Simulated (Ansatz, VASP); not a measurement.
This is a calculation of Pb for VASP 6.6.1.

The input INCAR:

```
SYSTEM = Pb
PREC = Accurate ; ENCUT = 520
EDIFF = 1E-6 ; ISMEAR = -1
SIGMA = 0.05 ; LREAL = .False.
LASPH = .True. ; NELM = 80
ALGO = Fast ; ISIF = 2
LWAVE = .False. ; LCHARG = .False.
NBANDS = 13
```

Contents of KPOINTS:

```
Automatic mesh
0
Gamma
  9 9 9
  0 0 0
```

File POSCAR:

```
Pb
1.0
    0.0000000000      2.4914113386      2.4914113386
    2.4914113386      0.0000000000      2.4914113386
    2.4914113386      2.4914113386      0.0000000000
Pb
1
Direct
    0.0000000000      0.0000000000      0.0000000000
```

Potentials or basis: VASP PAW LDA potentials, release 64 (Pb_d).

Launch:

```console
$ cat potpaw_LDA.64/Pb_d/POTCAR > POTCAR
$ mpirun -np 1 vasp_std > vasp.out
```

Problem. Translate it to Ansatz 0.2.0. Potentials there: JTH PAW LDA.

Solution. As run (the cutoff follows the program's own potentials):

File input.yaml:

```yaml
crystal:
  lattice:
    - [0.0, 2.4914113386, 2.4914113386]
    - [2.4914113386, 0.0, 2.4914113386]
    - [2.4914113386, 2.4914113386, 0.0]
  atoms:
    - { symbol: Pb, position: [0.0, 0.0, 0.0] }
hamiltonian:
  xc: lda
  pseudopotentials: { kind: paw, xc_functional: lda, accuracy: standard }
kpoints:
  mp_grid: { grid: [9, 9, 9] }
scf:
  occupations: { method: fermi_dirac, width: 0.05 }
output:
  forces: true
  stress: true
  eigenvalues: true
```

Potentials or basis: JTH PAW LDA.

Launch:

```console
$ ansatz run input.yaml --threads 2 --pin off --max-ram 5120MiB --backend cpu --events-out ev --progress --plain --runs-dir out
```

Both were run:

|  | VASP | Ansatz | Ansatz less VASP |
| --- | --- | --- | --- |
| gap on the k mesh at the Fermi level (eV) | none | none | - |
| pressure (GPa) | -2.9 | -2.9 | +0.02 |

LDA's correlation is that of Perdew and Zunger in VASP and of Perdew and Wang (1992) in Ansatz. A gap of «none» marks a metal or a gap that the smearing closes.

Neither program's run includes spin-orbit coupling.
